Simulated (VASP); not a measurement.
Write the native input for VASP 6.6.1 that does the following.

| Property | Result |
| --- | --- |
| Task | single point |
| Functional | PBE |
| Potentials or basis | VASP PAW PBE potentials, release 64 (Cd, S) |
| Cutoff | 520 eV |
| k mesh | 13 × 13 × 13 |
| Occupations | fermi-dirac, width 0.02 eV |
| Spin | no spin polarisation |
| Dipole correction | no |
| Further INCAR settings | ALGO = Normal; EDIFF = 1e-06; NBANDS = 16 |

The structure of CdS (Hawleyite) lies in POSCAR:

```
CdS
1.0
    0.0000000000      2.9165000000      2.8581700000
    2.9165000000      0.0000000000      2.8581700000
    2.9165000000      2.9165000000      0.0000000000
Cd S
1 1
Direct
    0.0000000000      0.0000000000      0.0000000000
    0.2500000000      0.2500000000      0.2500000000
```

This cell differs from its parent crystal: z stretched by -2 %, then relaxed in part.

One way to write it, as run:

INCAR

```
SYSTEM = CdS
  ALGO = Normal
  EDIFF = 1E-6
  ENCUT = 520
  GGA = PE
  ISIF = 2
  ISMEAR = -1
  LASPH = .TRUE.
  LCHARG = .TRUE.
  LELF = .TRUE.
  LREAL = .FALSE.
  LVHAR = .TRUE.
  LWAVE = .FALSE.
  NBANDS = 16
  NELM = 100
  PREC = Accurate
  SIGMA = 0.02
```

KPOINTS

```
k-points
0
G
  13 13 13
  0 0 0
```

Potentials or basis: VASP PAW PBE potentials, release 64 (Cd, S).

Launch:

```console
$ cat potpaw_PBE.64/Cd/POTCAR potpaw_PBE.64/S/POTCAR > POTCAR
$ mpirun -np 1 vasp_std > vasp.out
```

Results of the run:

- Pressure: 4.6 GPa
- Band gap on the k mesh: 1.15 eV, direct

Caveat: the cell differs from its parent crystal (z stretched by -2 %, then relaxed in part).

Wall time 82 s on 1 thread of Intel(R) Xeon(R) 6975P-C (Granite Rapids), with other jobs on the host, peak memory 0.28 GiB.
